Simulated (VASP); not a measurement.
**AlNi: single point with LDA**

AlNi:

```xyz
2
Lattice="2.8597 0.0000 0.0000 0.0000 2.8597 0.0000 0.0000 0.0000 2.8597" Properties=species:S:1:pos:R:3 pbc="T T T"
Al    1.4299    1.4299    1.4299
Ni    0.0000    0.0000    0.0000
```

* Program: VASP 6.6.1
* Task: single point
* Functional: LDA
* Potentials or basis: VASP PAW LDA potentials, release 64 (Al, Ni)
* Cutoff: 600 eV
* k mesh: 6 × 6 × 6
* Occupations: gaussian, width 0.1 eV
* Spin: collinear spin, ferromagnetic start
* Starting moments: [0.0, 1.0] μB

```yaml
Pressure: -4.2 GPa
Net_moment: 0.00 μB per cell
Valence_electrons_inside_the_program's_atomic_spheres: Al 0.82; Ni 9.53
```

Levels at points of the mesh, in eV from the Fermi level:
Spin up:
| k point | band 4 | band 5 | band 6 | band 7 | band 8 | band 9 | band 10 | band 11 |
| --- | --- | --- | --- | --- | --- | --- | --- | --- |
| (0.00, 0.00, 0.00) | -1.68 | -1.68 | -1.68 | 5.52 | 5.52 | 5.52 | 8.25 | 8.25 |
| (0.50, 0.00, 0.00) | -2.40 | -2.40 | -1.58 | -0.74 | 8.36 | 10.05 | 10.05 | 11.00 |
| (0.50, 0.50, 0.00) | -2.93 | -2.23 | -2.23 | -1.13 | 1.44 | 2.53 | 12.34 | 15.28 |
| (0.50, 0.50, 0.50) | -1.10 | -1.10 | 1.97 | 1.97 | 1.97 | 3.76 | 4.54 | 4.54 |
Spin down:
```tsv
k point	band 5	band 6	band 7	band 8	band 9	band 10
(0.00, 0.00, 0.00)	-1.68	-1.68	5.52	5.52	5.52	8.25
(0.50, 0.00, 0.00)	-2.40	-1.58	-0.74	8.36	10.05	10.05
(0.50, 0.50, 0.00)	-2.23	-2.23	-1.13	1.44	2.53	12.34
(0.50, 0.50, 0.50)	-1.10	1.97	1.97	1.97	3.76	4.54
```

Run time: 20 s on 1 thread of Intel Xeon 8259CL (shared host), peak memory 0.14 GiB.

Caveat: the k points lie up to 0.37 Å⁻¹ apart; the moments typed at the start vanished in this run.
